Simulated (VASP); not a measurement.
# AlSn (P-6m2) in VASP: further runs

The runs below take AlSn through single point, with r2SCAN, PBEsol.

Everything below comes from runs of VASP 6.6.1. Logs are shortened: lines on timing, memory, paths and dates and some standing lists are left out, and cuts for length are marked.

## 1. The cell of the first run

It takes space group P-6m2 (No. 187, hexagonal). The conventional cell has a = 4.198 Å, b = 4.198 Å, c = 3.307 Å, α = 90.00°, β = 90.00°, γ = 120.00°. Sn (site symmetry -6m2) has 6 Al at 2.93 Å and 2 Sn at 3.31 Å within 3.9 Å. Al (site symmetry -6m2) has 6 Sn at 2.93 Å and 2 Al at 3.31 Å within 3.9 Å.

## 2. Single point, r2SCAN, non-collinear spin, zero start, spin-orbit coupling

POSCAR

```
AlSn
1.0
    4.1981056157      0.0000000000      0.0000000000
   -2.0990528078      3.6356661109      0.0000000000
    0.0000000000      0.0000000000      3.3068470000
Sn Al
1 1
Direct
    0.3333333333      0.6666666667      0.5000000000
    0.0000000000      0.0000000000      0.0000000000
```

INCAR.step1

```
PREC     = Accurate       # precision mode
ENCUT    = 520            # plane-wave cutoff, eV
ISMEAR   = -1             # smearing method
SIGMA    = 0.05           # smearing width, eV
LREAL    = False          # projectors in reciprocal space
LASPH    = True           # aspherical terms in the spheres
NELM     = 150            # most SCF steps
MAGMOM   = 0 0 0 0 0 0    # initial moments
LSORBIT  = True           # spin-orbit coupling
GGA_COMPAT= False        
NBANDS   = 29             # bands
GGA      = PE             # functional
ALGO     = Normal         # electronic algorithm
EDIFF    = 1E-4           # SCF threshold, eV
LWAVE    = True           # write WAVECAR
LCHARG   = False          # write CHGCAR
```

INCAR.step2

```
PREC     = Accurate       # precision mode
ENCUT    = 520            # plane-wave cutoff, eV
EDIFF    = 1E-6           # SCF threshold, eV
ISMEAR   = -1             # smearing method
SIGMA    = 0.05           # smearing width, eV
LREAL    = False          # projectors in reciprocal space
LASPH    = True           # aspherical terms in the spheres
NELM     = 150            # most SCF steps
ALGO     = Normal         # electronic algorithm
ISIF     = 2              # what is computed and relaxed
LWAVE    = False          # write WAVECAR
LCHARG   = False          # write CHGCAR
MAGMOM   = 0 0 0 0 0 0    # initial moments
LORBIT   = 11             # projections on sites
LSORBIT  = True           # spin-orbit coupling
GGA_COMPAT= False        
LORBMOM  = True         
METAGGA  = R2SCAN         # meta-GGA
LMIXTAU  = True         
NBANDS   = 29             # bands
ISTART   = 1
```

KPOINTS

```
Automatic mesh
0
Gamma
  5 5 6
```

Potentials or basis: VASP PAW PBE potentials, release 64 (Sn_d, Al).

The run is started by

```sh
$ cat potpaw_PBE.64/Sn_d/POTCAR potpaw_PBE.64/Al/POTCAR > POTCAR
$ cp INCAR.step1 INCAR
$ mpirun -np 1 vasp_ncl > vasp.out
$ cp INCAR.step2 INCAR
$ mpirun -np 1 vasp_ncl > vasp.out
```

OUTCAR:

```text
PREC = Accurate
   ENCUT = 520
   EDIFF = 1E-6
   ISMEAR = -1
   LREAL = False
   LASPH = True
   NELM = 150
   ISIF = 2
   LORBIT = 11
   LSORBIT = True
   METAGGA = R2SCAN
   ISTART = 1

 ion  position               nearest neighbor table
   1  0.333  0.667  0.500-   2 2.93   2 2.93   2 2.93   2 2.93   2 2.93   2 2.93
   2  0.000  0.000  0.000-   1 2.93   1 2.93   1 2.93   1 2.93   1 2.93   1 2.93

  LATTYP: Found a hexagonal cell.
 ALAT       =     4.1981056157
 C/A-ratio  =     0.7876998110

  Lattice vectors:

 A1 = (   4.1981056157,   0.0000000000,   0.0000000000)
 A2 = (  -2.0990528078,   3.6356661109,   0.0000000000)
 A3 = (   0.0000000000,   0.0000000000,   3.3068470000)

Analysis of symmetry for initial positions (statically):
=====================================================================
 Subroutine PRICEL returns:
 Original cell was already a primitive cell.

 Routine SETGRP: Setting up the symmetry group for a
 hexagonal supercell.

 Subroutine GETGRP returns: Found 12 space group operations
 (whereof 12 operations were pure point group operations)
 out of a pool of 24 trial point group operations.

The static configuration has the point symmetry D_3h.

Analysis of symmetry for dynamics (positions and initial velocities):
=====================================================================
 Subroutine PRICEL returns:
 Original cell was already a primitive cell.

 Routine SETGRP: Setting up the symmetry group for a
 hexagonal supercell.

 Subroutine GETGRP returns: Found 12 space group operations
 (whereof 12 operations were pure point group operations)
 out of a pool of 24 trial point group operations.

The dynamic configuration has the point symmetry D_3h.

Analysis of structural, dynamic, and magnetic symmetry:
=====================================================================
 Subroutine PRICEL returns:
 Original cell was already a primitive cell.

 Routine SETGRP: Setting up the symmetry group for a
 hexagonal supercell.

 Subroutine GETGRP returns: Found 12 space group operations
 (whereof 12 operations were pure point group operations)
 out of a pool of 24 trial point group operations.

The overall configuration has the point symmetry D_3h.

 Subroutine INISYM returns: Found 12 space group operations
 (whereof 12 operations are pure point group operations),
 and found     1 'primitive' translations

----------------------------------------------------------------------------------------

                                     Primitive cell

  volume of cell :      50.4721

  direct lattice vectors                    reciprocal lattice vectors
     4.198105616  0.000000000  0.000000000     0.238202678  0.137526380  0.000000000
    -2.099052808  3.635666111  0.000000000     0.000000000  0.275052760  0.000000000
     0.000000000  0.000000000  3.306847000     0.000000000  0.000000000  0.302402863

  length of vectors
     4.198105616  4.198105616  3.306847000     0.275052760  0.275052760  0.302402863

  position of ions in fractional coordinates (direct lattice)
     0.333333333  0.666666667  0.500000000
     0.000000000  0.000000000  0.000000000

  ion indices of the primitive-cell ions
   primitive index   ion index
                 1           1
                 2           2

----------------------------------------------------------------------------------------

 KPOINTS: Automatic mesh

Automatic generation of k-mesh.
 Grid dimensions read from file:
 generate k-points for:    5    5    6

 Generating k-lattice:

  Cartesian coordinates                     Fractional coordinates (reciprocal lattice)
     0.047640536  0.027505276  0.000000000     0.200000000  0.000000000  0.000000000
     0.000000000  0.055010552  0.000000000     0.000000000  0.200000000  0.000000000
     0.000000000  0.000000000  0.050400477     0.000000000  0.000000000  0.166666667

  Length of vectors
     0.055010552  0.055010552  0.050400477

[... 84 lines left out ...]
  energy-cutoff  :      520.00
  volume of cell :       50.47
 maximum number of plane-waves:      2748
[... 40 lines left out ...]
      0.00000      0.00000      0.00000         0.000000      0.000000      0.000000
 -----------------------------------------------------------------------------------
    total drift:                                0.000000     -0.000000      0.000000

  FREE ENERGIE OF THE ION-ELECTRON SYSTEM (eV)
  ---------------------------------------------------
  free  energy   TOTEN  =       -30.9410443260 eV

  energy  without entropy=      -30.9307685138  energy(sigma->0) =      -30.93590642

 orbital moment (x)

 # of ion     p       d       tot
 ----------------------------------------
  1         0.000   0.000   0.000
  2        -0.000   0.000  -0.000
 ----------------------------------------
           -0.000   0.000  -0.000

 orbital moment (y)

 # of ion     p       d       tot
 ----------------------------------------
  1         0.000  -0.000   0.000
  2         0.000   0.000   0.000
 ----------------------------------------
            0.000  -0.000   0.000

 orbital moment (z)

 # of ion     p       d       tot
 ----------------------------------------
  1         0.000  -0.000  -0.000
  2         0.000   0.000   0.000
 ----------------------------------------
            0.000  -0.000   0.000

 Spin-Orbit-Coupling matrix elements

 Ion:    1  E_soc:     -0.1074718
 l=   1
     0.0000000    -0.0112172    -0.0130187
    -0.0112172     0.0000000    -0.0112172
    -0.0130187    -0.0112172     0.0000000
 l=   2
     0.0000000    -0.0012261     0.0000000    -0.0012261    -0.0048845
    -0.0012261     0.0000000    -0.0036494    -0.0011950    -0.0012261
     0.0000000    -0.0036494     0.0000000    -0.0036494     0.0000000
    -0.0012261    -0.0011950    -0.0036494     0.0000000    -0.0012261
    -0.0048845    -0.0012261     0.0000000    -0.0012261     0.0000000
 l=   3
     0.0000000     0.0000000     0.0000000     0.0000000     0.0000000     0.0000000     0.0000000
     0.0000000     0.0000000     0.0000000     0.0000000     0.0000000     0.0000000     0.0000000
     0.0000000     0.0000000     0.0000000     0.0000000     0.0000000     0.0000000     0.0000000
     0.0000000     0.0000000     0.0000000     0.0000000     0.0000000     0.0000000     0.0000000
     0.0000000     0.0000000     0.0000000     0.0000000     0.0000000     0.0000000     0.0000000
     0.0000000     0.0000000     0.0000000     0.0000000     0.0000000     0.0000000     0.0000000
     0.0000000     0.0000000     0.0000000     0.0000000     0.0000000     0.0000000     0.0000000

 Ion:    2  E_soc:     -0.0002008
 l=   1
     0.0000000    -0.0000151    -0.0000701
    -0.0000151     0.0000000    -0.0000151
    -0.0000701    -0.0000151     0.0000000
 l=   2
     0.0000000     0.0000000     0.0000000     0.0000000     0.0000000
     0.0000000     0.0000000     0.0000000     0.0000000     0.0000000
     0.0000000     0.0000000     0.0000000     0.0000000     0.0000000
     0.0000000     0.0000000     0.0000000     0.0000000     0.0000000
     0.0000000     0.0000000     0.0000000     0.0000000     0.0000000
 l=   3
     0.0000000     0.0000000     0.0000000     0.0000000     0.0000000     0.0000000     0.0000000
     0.0000000     0.0000000     0.0000000     0.0000000     0.0000000     0.0000000     0.0000000
     0.0000000     0.0000000     0.0000000     0.0000000     0.0000000     0.0000000     0.0000000
     0.0000000     0.0000000     0.0000000     0.0000000     0.0000000     0.0000000     0.0000000
     0.0000000     0.0000000     0.0000000     0.0000000     0.0000000     0.0000000     0.0000000
     0.0000000     0.0000000     0.0000000     0.0000000     0.0000000     0.0000000     0.0000000
     0.0000000     0.0000000     0.0000000     0.0000000     0.0000000     0.0000000     0.0000000

 total charge

# of ion       s       p       d       tot
------------------------------------------
    1        1.174   1.161   9.975  12.310
    2        0.460   0.296   0.000   0.757
--------------------------------------------------
tot          1.634   1.457   9.975  13.066

 magnetization (x)

# of ion       s       p       d       tot
------------------------------------------
    1        0.000   0.000   0.000   0.000
    2        0.000   0.000   0.000   0.000
--------------------------------------------------
tot          0.000   0.000   0.000   0.000

 magnetization (y)

# of ion       s       p       d       tot
------------------------------------------
    1        0.000   0.000   0.000   0.000
    2       -0.000   0.000   0.000  -0.000
--------------------------------------------------
tot         -0.000   0.000   0.000  -0.000

 magnetization (z)

# of ion       s       p       d       tot
------------------------------------------
    1       -0.000   0.000   0.000   0.000
    2        0.000   0.000   0.000   0.000
--------------------------------------------------
tot          0.000   0.000   0.000   0.000
```

Wall time 11 min (1 thread of Intel Xeon 8259CL, shared host); peak memory 0.36 GiB.

Results:

| Item | Value |
| --- | --- |
| Free energy | -30.9410 eV |
| Pressure | -1.5 GPa |
| Net moment | 0.00 μB per cell |
| Valence electrons inside the program's atomic spheres | Sn 12.31; Al 0.76 |

Moments on the atoms (μB; x, y, z):
```
Sn  0.00 0.00 0.00
Al  0.00 0.00 0.00
```

Caveat: the PAW data sets were made with another functional, which shifts forces and pressure a little.

## 3. Single point, PBEsol

This run uses another cell than the first one, of 24.24 Å³/atom.

INCAR

```
SYSTEM = AlSn
  PREC = Accurate
  ENCUT = 500
  EDIFF = 1E-6
  ISMEAR = -1
  SIGMA = 0.05
  LREAL = .FALSE.
  LASPH = .TRUE.
  NELM = 120
  ALGO = Normal
  ISIF = 2
  LWAVE = .FALSE.
  LCHARG = .FALSE.
  GGA = PS
  NBANDS = 16
  GGA_COMPAT = .FALSE.
```

KPOINTS

```
Automatic mesh
0
G
  6 6 7
  0 0 0
```

POSCAR

```
AlSn
1.0
    4.1141435034      0.0000000000      0.0000000000
   -2.0570717516      3.5629527887      0.0000000000
    0.0000000000      0.0000000000      3.3068470000
Sn Al
1 1
Direct
    0.3333333333      0.6666666667      0.5000000000
    0.0000000000      0.0000000000      0.0000000000
```

Potentials or basis: VASP PAW PBE potentials, release 64 (Sn_d, Al).

The run is started by

```sh
$ cat potpaw_PBE.64/Sn_d/POTCAR potpaw_PBE.64/Al/POTCAR > POTCAR
$ mpirun -np 1 vasp_std > vasp.out
```

It took 12 s on 1 thread of Intel Xeon Platinum 8259CL at 2.50GHz (Skylake/Cascade Lake), shared host; peak memory 0.16 GiB.

The run converged. Its results:

* Free energy: -7.9871 eV
* Pressure: -0.4 GPa
* Band gap on the k mesh: zero (an odd number of electrons rules out a gap without spin polarisation)

Stress tensor (GPa, compression positive):
```
 1.14  0.00  0.00
 0.00  1.14  0.00
 0.00  0.00 -3.58
```

Levels at points of the mesh, in eV from the Fermi level:
```csv
k point,band 5,band 6,band 7,band 8,band 9,band 10,band 11,band 12
"(0.00, 0.00, 0.00)",-21.21,-10.76,-0.13,-0.13,1.08,2.28,3.23,3.23
"(0.50, 0.00, 0.00)",-21.19,-8.80,-6.51,-1.85,0.63,4.22,6.36,6.99
```

Caveat: the PAW data sets were made with another functional, which shifts forces and pressure a little; spin-orbit coupling is left out, which moves the levels of the heavy elements.

## 4. Single point, PBEsol

This run uses another cell than the first one, of 24.73 Å³/atom.

INCAR

```
  PREC = Accurate
  ENCUT = 500
  EDIFF = 1E-6
  ISMEAR = -1
  SIGMA = 0.05
  LREAL = False
  LASPH = True
  NELM = 120
  ALGO = Normal
  ISIF = 2
  LWAVE = False
  LCHARG = True
  GGA = PS
  LELF = True
  LVHAR = True
  NBANDS = 16
  GGA_COMPAT = False
```

KPOINTS

```
Automatic mesh
0
Gamma
  6 6 7
```

POSCAR

```
AlSn
1.0
    4.1561245595      0.0000000000      0.0000000000
   -2.0780622797      3.5993094498      0.0000000000
    0.0000000000      0.0000000000      3.3068470000
Sn Al
1 1
Direct
    0.3333333333      0.6666666667      0.5000000000
    0.0000000000      0.0000000000      0.0000000000
```

The run is started by

```sh
$ cat potpaw_PBE.64/Sn_d/POTCAR potpaw_PBE.64/Al/POTCAR > POTCAR
$ mpirun -np 1 vasp_std > vasp.out
```

Run time: 17 s. Hardware: 1 thread of Intel Xeon Platinum 8259CL at 2.50GHz (Skylake/Cascade Lake), shared host; peak memory 0.16 GiB.

It converged, with:

| Item | Value |
| --- | --- |
| Free energy | -7.9925 eV |
| Pressure | -1.4 GPa |
| Band gap on the k mesh | zero (an odd number of electrons rules out a gap without spin polarisation) |

Stress tensor (GPa, compression positive):
```
 0.37  0.00  0.00
 0.00  0.37  0.00
 0.00  0.00 -5.00
```

Levels at points of the mesh, in eV from the Fermi level:
```
           k point  band 4  band 5  band 6  band 7  band 8  band 9  band 10  band 11  band 12  band 13
(0.00, 0.00, 0.00)  -21.21  -21.21  -10.65   -0.22   -0.22    0.84     2.40     3.14     3.14     5.01
(0.50, 0.00, 0.00)  -21.21  -21.20   -8.76   -6.45   -1.88    0.55     4.27     6.39     7.03     7.89
```

Caveat: the PAW data sets were made with another functional, which shifts forces and pressure a little; spin-orbit coupling is left out, which moves the levels of the heavy elements.

## 5. Single point, PBEsol

INCAR

```
SYSTEM = AlSn
  ALGO = Normal
  EDIFF = 1E-6
  ENCUT = 500
  GGA = PS
  GGA_COMPAT = .FALSE.
  ISIF = 2
  ISMEAR = -1
  LASPH = .TRUE.
  LCHARG = .FALSE.
  LREAL = .FALSE.
  LWAVE = .FALSE.
  NBANDS = 16
  NELM = 120
  PREC = Accurate
  SIGMA = 0.05
```

KPOINTS

```
k-points
0
G
  6 6 7
  0 0 0
```

POSCAR

```
AlSn
1.0
    4.1981056157      0.0000000000      0.0000000000
   -2.0990528078      3.6356661109      0.0000000000
    0.0000000000      0.0000000000      3.3068470000
Sn Al
1 1
Direct
    0.3333333333      0.6666666667      0.5000000000
    0.0000000000      0.0000000000      0.0000000000
```

The run is started by

```sh
$ cat potpaw_PBE.64/Sn_d/POTCAR potpaw_PBE.64/Al/POTCAR > POTCAR
$ mpirun -np 1 vasp_std > vasp.out
```

Wall time 14 s (1 thread of Intel Xeon Platinum 8259CL at 2.50GHz (Skylake/Cascade Lake), shared host); peak memory 0.17 GiB.

It converged, with:

- Free energy: -7.9917 eV
- Pressure: -2.3 GPa
- Band gap on the k mesh: zero (an odd number of electrons rules out a gap without spin polarisation)

Stress tensor (GPa, compression positive):
```
-0.76  0.00  0.00
 0.00 -0.76  0.00
 0.00  0.00 -5.42
```

Levels at points of the mesh, in eV from the Fermi level:
| k point | band 6 | band 7 | band 8 | band 9 | band 10 | band 11 |
| --- | --- | --- | --- | --- | --- | --- |
| (0.00, 0.00, 0.00) | -10.50 | -0.25 | -0.25 | 0.65 | 2.56 | 3.10 |
| (0.50, 0.00, 0.00) | -8.68 | -6.36 | -1.86 | 0.53 | 4.37 | 6.46 |

Caveat: the PAW data sets were made with another functional, which shifts forces and pressure a little; spin-orbit coupling is left out, which moves the levels of the heavy elements.

## 6. Single point, PBEsol

This run uses another cell than the first one, of 25.74 Å³/atom.

INCAR

```
PREC = Accurate ; ENCUT = 500
EDIFF = 1E-6 ; ISMEAR = -1
SIGMA = 0.05 ; LREAL = F
LASPH = T ; NELM = 120
ALGO = Normal ; ISIF = 2
LWAVE = F ; LCHARG = F
GGA = PS ; NBANDS = 16
GGA_COMPAT = F
```

KPOINTS

```
Automatic mesh
0
Gamma
  6 6 7
```

POSCAR

```
AlSn
1.0
    4.2400866719      0.0000000000      0.0000000000
   -2.1200433359      3.6720227720      0.0000000000
    0.0000000000      0.0000000000      3.3068470000
Sn Al
1 1
Direct
    0.3333333333      0.6666666667      0.5000000000
    0.0000000000      0.0000000000      0.0000000000
```

Potentials or basis: VASP PAW PBE potentials, release 64 (Sn_d, Al).

The run is started by

```sh
$ cat potpaw_PBE.64/Sn_d/POTCAR potpaw_PBE.64/Al/POTCAR > POTCAR
$ mpirun -np 1 vasp_std > vasp.out
```

Run time: 11 s. Hardware: 1 thread of Intel Xeon Platinum 8259CL at 2.50GHz (Skylake/Cascade Lake), shared host; peak memory 0.17 GiB.

The run converged. Its results:

```
Free energy            : -7.9836 eV
Pressure               : -3.1 GPa
Band gap on the k mesh : zero (an odd number of electrons rules out a gap without spin polarisation)
```

Stress tensor (GPa, compression positive):
```
-1.90  0.00  0.00
 0.00 -1.90  0.00
 0.00  0.00 -5.53
```

Levels at points of the mesh, in eV from the Fermi level:
```csv
k point,band 4,band 5,band 6,band 7,band 8,band 9,band 10,band 11,band 12,band 13
"(0.00, 0.00, 0.00)",-21.12,-21.12,-10.34,-0.27,-0.27,0.48,2.73,3.07,3.07,5.23
"(0.50, 0.00, 0.00)",-21.12,-21.11,-8.58,-6.25,-1.82,0.52,4.49,6.54,7.21,7.94
```

Caveat: the cell stands under tension; the PAW data sets were made with another functional, which shifts forces and pressure a little; spin-orbit coupling is left out, which moves the levels of the heavy elements.

## 7. The runs side by side

```tsv
level	spin	cell	k mesh	cutoff (eV)	gap on the mesh (eV)	pressure (GPa)
r2SCAN	non-collinear, zero start, SOC	a = 4.198, b = 4.198, c = 3.307 Å, angles 90.0, 90.0, 120.0°, 2 atoms	5 × 5 × 6	520	-	-1.5
PBEsol	off	a = 4.114, b = 4.114, c = 3.307 Å, angles 90.0, 90.0, 120.0°, 2 atoms	6 × 6 × 7	500	none	-0.4
PBEsol	off	a = 4.156, b = 4.156, c = 3.307 Å, angles 90.0, 90.0, 120.0°, 2 atoms	6 × 6 × 7	500	none	-1.4
PBEsol	off	a = 4.198, b = 4.198, c = 3.307 Å, angles 90.0, 90.0, 120.0°, 2 atoms	6 × 6 × 7	500	none	-2.3
PBEsol	off	a = 4.240, b = 4.240, c = 3.307 Å, angles 90.0, 90.0, 120.0°, 2 atoms	6 × 6 × 7	500	none	-3.1
```

Alike in all rows: task single point; potentials or basis VASP PAW PBE potentials, release 64 (Sn_d, Al); smearing fermi-dirac 0.05 eV.

Caveats: the PAW data sets were made with another functional, which shifts forces and pressure a little; spin-orbit coupling is left out, which moves the levels of the heavy elements (at least some runs); the cell stands under tension (at least some runs).

Absolute energies hang on the potentials; compare differences alone.
